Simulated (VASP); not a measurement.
Here is a VASP 6.6.1 calculation.

File INCAR:

```
PREC = Accurate
ENCUT = 520
EDIFF = 1E-7
ISMEAR = 0
SIGMA = 0.1
LREAL = F
LASPH = T
NELM = 60
ALGO = Normal
ISIF = 2
LWAVE = F
LCHARG = F
GGA = PE
NBANDS = 10
```

File KPOINTS:

```
regular mesh
0
Gamma
  20 20 20
```

Contents of POSCAR:

```
AlC
1.0
    2.6961625792      0.0000000000      0.0000000000
    0.0000000000      2.6961625792      0.0000000000
    0.0000000000      0.0000000000      2.6961625792
Al C
1 1
Direct
    0.5000000000      0.5000000000      0.5000000000
    0.0000000000      0.0000000000      0.0000000000
```

Potentials or basis: VASP PAW PBE potentials, release 64 (Al, C).

The run is started by

```sh
$ cat potpaw_PBE.64/Al/POTCAR potpaw_PBE.64/C/POTCAR > POTCAR
$ mpirun -np 1 vasp_std > vasp.out
```

Q: What does it give for the pressure?

A: 0.0 GPa.
